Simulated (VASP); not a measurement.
# Rb3NaO2 (Pm) in VASP: single point with PBE

Aim: the single point of Rb3NaO2 with PBE.

All numbers are computed with VASP 6.6.1; they aren't measurements. Logs are shortened: lines on timing, memory, paths and dates and some standing lists are left out, and cuts for length are marked.

**1. The cell of the first run**

Symmetry: Pm, No. 6, monoclinic system. The conventional cell has a = 6.114 Å, b = 4.176 Å, c = 6.371 Å, α = 90.00°, β = 98.33°, γ = 90.00°. Rb (site symmetry m) has 3 O at 2.74 to 2.84 Å and 1 Na at 3.07 Å within 3.6 Å. Within 3.6 Å of Rb (site symmetry m) lie 4 O at 2.75 to 3.57 Å and 2 Na at 3.37 Å and 1 Rb at 3.52 Å. Within 3.6 Å of Rb (site symmetry m) lie 3 O at 2.75 to 3.08 Å and 2 Na at 3.47 Å and 1 Rb at 3.52 Å. Na (site symmetry m) has 3 O at 2.35 to 2.38 Å and 1 Rb at 3.07 Å within 3.1 Å. Within 3.1 Å of O (site symmetry m) lie 1 Na at 2.35 Å and 5 Rb at 2.74 to 2.75 Å. Within 3.2 Å of O (site symmetry m) lie 2 Na at 2.38 Å and 4 Rb at 2.84 to 3.11 Å.

The cell was generated, and may not be a known phase.

**2. Single point, PBE**

The input, INCAR:

```
ALGO = Normal
EDIFF = 1E-7
ENCUT = 520
GGA = PE
ISIF = 2
ISMEAR = 0
LASPH = T
LCHARG = F
LREAL = F
LWAVE = F
NBANDS = 32
NELM = 100
PREC = Accurate
SIGMA = 0.02
```

The input, KPOINTS:

```
k-points
0
Gamma
  6 8 4
```

The input, POSCAR:

```
Rb3NaO2
1.0
    6.1142196548      0.0000000000     -0.0149696587
    0.0000000000      4.1759946635      0.0000000000
   -0.9079524929      0.0000000000      6.3063294722
Rb Na O
3 1 2
Direct
    0.1756906029      0.5000000000      0.1693105838
    0.3582173624      0.0000000000      0.7288666989
    0.7311729251      0.0000000000      0.3569185082
    0.7958932941      0.5000000000      0.7958117987
    0.5074292087      0.5000000000      0.5081600462
    0.9315956069      0.0000000000      0.9409333443
```

Potentials or basis: VASP PAW PBE potentials, release 64 (Rb_sv, Na_pv, O).

The run is started by

```console
$ cat potpaw_PBE.64/Rb_sv/POTCAR potpaw_PBE.64/Na_pv/POTCAR potpaw_PBE.64/O/POTCAR > POTCAR
$ mpirun -np 1 vasp_std > vasp.out
```

OUTCAR:

```text
EDIFF = 1E-7
   ENCUT = 520
   GGA = PE
   ISIF = 2
   ISMEAR = 0
   LASPH = T
   LREAL = F
   NELM = 100
   PREC = Accurate

 ion  position               nearest neighbor table
   1  0.176  0.500  0.169-   5 2.74   6 2.84   6 2.84   4 3.07   3 3.76   3 3.76   2 3.79   2 3.79
                             3 4.02   3 4.02   2 4.14   2 4.14   2 5.76   2 5.76
   2  0.358  0.000  0.729-   5 2.75   5 2.75   6 3.11   4 3.37   4 3.37   3 3.52   6 3.57   1 3.79
                             1 3.79   4 4.10   4 4.10   1 4.14   1 4.14   3 4.20   3 4.31   3 5.46
   3  0.731  0.000  0.357-   5 2.75   5 2.75   6 3.08   4 3.47   4 3.47   2 3.52   6 3.75   1 3.76
                             1 3.76   1 4.02   1 4.02   2 4.20   4 4.21   4 4.21   2 4.31   2 5.46
   4  0.796  0.500  0.796-   5 2.35   1 3.07   2 3.37   2 3.37   3 3.47   3 3.47   2 4.10   2 4.10
                             3 4.21   3 4.21
   5  0.507  0.500  0.508-   4 2.35   1 2.74   2 2.75   2 2.75   3 2.75   3 2.75
   6  0.932  0.000  0.941-   1 2.84   1 2.84   3 3.08   2 3.11   2 3.57   3 3.75

  LATTYP: Found a simple monoclinic cell.
 ALAT       =     6.1142379801
 B/A-ratio  =     0.6829951135
 C/A-ratio  =     1.0420522365
 COS(beta)  =    -0.1449283050

  Lattice vectors:

 A1 = (   6.1142196548,   0.0000000000,  -0.0149696587)
 A2 = (   0.0000000000,   4.1759946635,   0.0000000000)
 A3 = (  -0.9079524929,   0.0000000000,   6.3063294722)

Analysis of symmetry for initial positions (statically):
=====================================================================
 Subroutine PRICEL returns:
 Original cell was already a primitive cell.

 Routine SETGRP: Setting up the symmetry group for a
 simple monoclinic supercell.

 Subroutine GETGRP returns: Found  2 space group operations
 (whereof  2 operations were pure point group operations)
 out of a pool of  4 trial point group operations.

The static configuration has the point symmetry C_1h.

Analysis of symmetry for dynamics (positions and initial velocities):
=====================================================================
 Subroutine PRICEL returns:
 Original cell was already a primitive cell.

 Routine SETGRP: Setting up the symmetry group for a
 simple monoclinic supercell.

 Subroutine GETGRP returns: Found  2 space group operations
 (whereof  2 operations were pure point group operations)
 out of a pool of  4 trial point group operations.

The dynamic configuration has the point symmetry C_1h.

 Subroutine INISYM returns: Found  2 space group operations
 (whereof  2 operations are pure point group operations),
 and found     1 'primitive' translations

----------------------------------------------------------------------------------------

                                     Primitive cell

  volume of cell :     160.9624

  direct lattice vectors                    reciprocal lattice vectors
     6.114219655  0.000000000 -0.014969659     0.163610842  0.000000000  0.023555837
     0.000000000  4.175994664  0.000000000     0.000000000  0.239463908  0.000000000
    -0.907952493  0.000000000  6.306329472     0.000388371  0.000000000  0.158626762

  length of vectors
     6.114237980  4.175994664  6.371355361     0.165297867  0.239463908  0.158627237

  position of ions in fractional coordinates (direct lattice)
     0.175690603  0.500000000  0.169310584
     0.358217362  0.000000000  0.728866699
     0.731172925  0.000000000  0.356918508
     0.795893294  0.500000000  0.795811799
     0.507429209  0.500000000  0.508160046
     0.931595607  0.000000000  0.940933344

  ion indices of the primitive-cell ions
   primitive index   ion index
                 1           1
                 2           2
                 3           3
                 4           4
                 5           5
                 6           6

----------------------------------------------------------------------------------------

 KPOINTS: k-points

Automatic generation of k-mesh.
 Grid dimensions read from file:
 generate k-points for:    6    8    4

 Generating k-lattice:

  Cartesian coordinates                     Fractional coordinates (reciprocal lattice)
     0.027268474  0.000000000  0.003925973     0.166666667  0.000000000 -0.000000000
     0.000000000  0.029932988  0.000000000     0.000000000  0.125000000  0.000000000
     0.000097093  0.000000000  0.039656690     0.000000000  0.000000000  0.250000000

  Length of vectors
     0.027549645  0.029932988  0.039656809

  Shift w.r.t. Gamma in fractional coordinates (k-lattice)
     0.000000000  0.000000000  0.000000000

 Subroutine IBZKPT returns following result:
 ===========================================

 Found     70 irreducible k-points:

 Following reciprocal coordinates:
            Coordinates               Weight
  0.000000  0.000000  0.000000      1.000000
  0.166667  0.000000 -0.000000      2.000000
  0.333333  0.000000 -0.000000      2.000000
  0.500000  0.000000 -0.000000      1.000000
  0.000000  0.125000  0.000000      2.000000
  0.166667  0.125000 -0.000000      4.000000
[... 16 lines left out ...]
  0.333333  0.000000  0.250000      2.000000
  0.500000  0.000000  0.250000      2.000000
 [... further k-points ...]
   k-points           NKPTS =     70   k-points in BZ     NKDIM =     70   number of bands    NBANDS=     32
   number of dos      NEDOS =    301   number of ions     NIONS =      6
   total plane-waves  NPLWV =  73728
   dimension x,y,z NGX =    48 NGY =   32 NGZ =   48
   dimension x,y,z NGXF=    96 NGYF=   64 NGZF=   96
   ions per type =               3   1   2
   NGX,Y,Z   is equivalent  to a cutoff of  13.05, 12.74, 12.52 a.u.
   NGXF,Y,Z  is equivalent  to a cutoff of  26.10, 25.48, 25.05 a.u.
 SYSTEM =  unknown system
   PREC   = accura    normal or accurate (medium, high low for compatibility)
   ISTART =      0    job   : 0-new  1-cont  2-samecut
   ICHARG =      2    charge: 1-file 2-atom 10-const
   ISPIN  =      1    spin polarized calculation?
   LNONCOLLINEAR =      F non collinear calculations
   LSORBIT =      F    spin-orbit coupling
   LASPH  =      T    aspherical Exc in radial PAW
   ENCUT  =  520.0 eV  38.22 Ry    6.18 a.u.  11.37  7.76 11.85*2*pi/ulx,y,z
   NELM   =    100;   NELMIN=  2; NELMDL= -5     # of ELM steps
   EDIFF  = 0.1E-06   stopping-criterion for ELM
   LREAL  =      F    real-space projection
   EDIFFG = 0.1E-05   stopping-criterion for IOM
   NSW    =      0    number of steps for IOM
   IBRION =     -1    ionic relax: 0-MD 1-quasi-New 2-CG
   NFREE  =      0    steps in history (QN), initial steepest desc. (CG)
   ISIF   =      2    stress and relaxation
   ISYM   =      2    0-nonsym 1-usesym 2-fastsym
   POTIM  = 0.5000    time-step for ionic-motion
   TEBEG  =    0.0;   TEEND  =   0.0 temperature during run
   PSTRESS=    0.0 pullay stress
   NELECT =      46.0000    total number of electrons
   NUPDOWN=      -1.0000    fix difference up-down
   EMIN   =  10.00;   EMAX   =-10.00  energy-range for DOS
   EFERMI =   0.00;   METHOD = LEGACY
   ISMEAR =     0;   SIGMA  =   0.02  broadening in eV -4-tet -1-fermi 0-gaus
   EFERMI_NEDOS =   21; number of points for ismear=-14 and -15
   IALGO  =     38    algorithm
   IMIX   =      4    mixing-type and parameters
     AMIX     =   0.40;   BMIX     =  1.00
     AMIX_MAG =   1.60;   BMIX_MAG =  1.00
  volume/ion in A,a.u.               =      26.83       181.04
  Fermi-wavevector in a.u.,A,eV,Ry     =   1.078332  2.037753 15.820861  1.162800
  Thomas-Fermi vector in A             =   2.214268
   LORBIT       =      0    0 simple, 1 ext, 2 COOP (PROOUT), +10 PAW based schemes
   GGA     = PE    functional components
   LHFCALC =     F    Hartree Fock is set to
   AEXX    =    0.0000 exact exchange contribution
   IVDW    =     0    specifies the selected vdW correction
   LEPSILON=     F    determine dielectric tensor
   LRPA    =     F    only Hartree local field effects (RPA)
 non-spin polarized calculation
 Gauss-broadening in eV      SIGMA  =   0.02
  energy-cutoff  :      520.00
  volume of cell :      160.96
 maximum number of plane-waves:      4380
 NGX is ok and might be reduce to    48
   NGX = 23   NGY = 15   NGZ = 23

 number of electron      46.0000007 magnetization

 Free energy of the ion-electron system (eV)
  ---------------------------------------------------
  ext. energy  EPLUGINS =         0.00000000
  ---------------------------------------------------
  free energy    TOTEN  =       -19.74292416 eV

  energy without entropy =      -19.74292416  energy(sigma->0) =      -19.74292416

 E-fermi :   0.6434     XC(G=0):  -7.7446

 val. band max:        0.5633084439   @ k =   0.5000   0.5000   0.5000
 cond. band min:       1.1762686522   @ k =   0.0000   0.0000   0.0000
 fundamental gap:      0.6129602082
 Fermi energy:         0.6433699300

 k-point     1 :       0.0000    0.0000    0.0000
  band No.  band energies     occupation
      1     -26.1759      2.00000
      2     -26.0203      2.00000
      3     -25.9590      2.00000
      4     -22.0382      2.00000
      5     -21.8721      2.00000
      6     -21.8151      2.00000
[... 24 lines left out ...]
     31       7.6371      0.00000
     32       7.9056      0.00000

 k-point     2 :       0.1667    0.0000   -0.0000
  band No.  band energies     occupation
      1     -26.1724      2.00000
      2     -26.0241      2.00000
      3     -25.9588      2.00000
      4     -22.0381      2.00000
      5     -21.8720      2.00000
      6     -21.8151      2.00000
[... 24 lines left out ...]
     31       7.3537      0.00000
     32       7.8613      0.00000
[... 733 lines left out ...]
     31       7.1169      0.00000
     32       7.1939      0.00000

 k-point    24 :       0.5000    0.0000    0.2500
  band No.  band energies     occupation
      1     -26.1584      2.00000
      2     -26.0334      2.00000
      3     -25.9641      2.00000
      4     -22.0379      2.00000
      5     -21.8717      2.00000
      6     -21.8151      2.00000
[... 24 lines left out ...]
     31       6.9566      0.00000
     32       7.1219      0.00000

 [... further k-points ...]

------------------------ aborting loop because EDIFF is reached ----------------------------------------

  FORCE on cell =-STRESS in cart. coord.  units (eV):
  Direction    XX          YY          ZZ          XY          YZ          ZX
  --------------------------------------------------------------------------------------
  -------------------------------------------------------------------------------------
  Total        0.1019637      0.0838537      0.0223408      0.0000000      0.0000000      0.0048110
  in kB        1.0149194      0.8346578      0.2223745      0.0000000      0.0000000      0.0478876
  external PRESSURE =       0.6906505 kB  Pullay stress =       0.0000000 kB

 VOLUME and BASIS-vectors are now :
 -----------------------------------------------------------------------------
  energy-cutoff  :      520.00
  volume of cell :      160.96
      direct lattice vectors                 reciprocal lattice vectors
     6.114219655  0.000000000 -0.014969659     0.163610842  0.000000000  0.023555837
     0.000000000  4.175994664  0.000000000     0.000000000  0.239463908  0.000000000
    -0.907952493  0.000000000  6.306329472     0.000388371  0.000000000  0.158626762

 POSITION                                       TOTAL-FORCE (eV/Angst)
 -----------------------------------------------------------------------------------
      0.92048      2.08800      1.06510        -0.002525      0.000000     -0.003819
      1.52844      0.00000      4.59111        -0.008943      0.000000      0.013526
      4.14649      0.00000      2.23990         0.011526      0.000000     -0.008105
      4.14371      2.08800      5.00674         0.001577      0.000000      0.001920
      2.64115      2.08800      3.19703         0.003084      0.000000      0.002772
      4.84166      0.00000      5.91989        -0.004719      0.000000     -0.006294
 -----------------------------------------------------------------------------------
    total drift:                                0.000193      0.000000     -0.000251

  FREE ENERGIE OF THE ION-ELECTRON SYSTEM (eV)
  ---------------------------------------------------
  free  energy   TOTEN  =       -19.7429241611 eV

  energy  without entropy=      -19.7429241611  energy(sigma->0) =      -19.74292416
```

Run time: 4.8 min. Hardware: 1 thread of Intel Xeon Platinum 8559C (Emerald Rapids), shared host; peak memory 0.45 GiB.

What came out:

* Free energy: -19.7429 eV
* Pressure: 0.1 GPa
* Largest force: 0.016 eV/Å
* Band gap on the k mesh: 0.61 eV (least direct gap 0.76 eV)

Forces on the atoms (eV/Å):
```
Rb  -0.003  0.000 -0.004
Rb  -0.009  0.000  0.014
Rb   0.012  0.000 -0.008
Na   0.002  0.000  0.002
O    0.003  0.000  0.003
O   -0.005  0.000 -0.006
```

Levels at points of the mesh, in eV from the valence-band top:
| k point | band 19 | band 20 | band 21 | band 22 | band 23 | band 24 | band 25 | band 26 | band 27 | band 28 |
| --- | --- | --- | --- | --- | --- | --- | --- | --- | --- | --- |
| (0.00, 0.00, 0.00) | -0.71 | -0.37 | -0.31 | -0.18 | -0.15 | 0.61 | 3.65 | 3.76 | 4.97 | 5.08 |
| (0.50, 0.00, 0.00) | -0.72 | -0.46 | -0.38 | -0.35 | -0.18 | 2.23 | 2.50 | 3.95 | 4.92 | 4.99 |
| (0.00, 0.50, 0.00) | -0.46 | -0.39 | -0.26 | -0.22 | -0.15 | 2.89 | 2.96 | 3.09 | 4.32 | 4.82 |
| (0.50, 0.50, 0.00) | -0.61 | -0.24 | -0.20 | -0.10 | -0.05 | 2.90 | 3.55 | 3.63 | 3.95 | 4.90 |
| (0.00, 0.00, 0.50) | -0.74 | -0.49 | -0.36 | -0.35 | -0.18 | 2.11 | 2.39 | 3.93 | 4.86 | 4.94 |
| (0.50, 0.00, 0.50) | -0.85 | -0.34 | -0.30 | -0.23 | -0.18 | 2.66 | 2.98 | 3.64 | 3.94 | 4.98 |
| (0.00, 0.50, 0.50) | -0.64 | -0.25 | -0.17 | -0.12 | -0.05 | 2.88 | 3.52 | 3.54 | 3.85 | 4.80 |
| (0.50, 0.50, 0.50) | -0.54 | -0.53 | -0.41 | -0.16 | 0.00 | 3.05 | 3.33 | 3.79 | 4.70 | 4.77 |

Caveat: semilocal functionals underestimate gaps, and a narrow one can read as zero. A k mesh can miss the band edges.
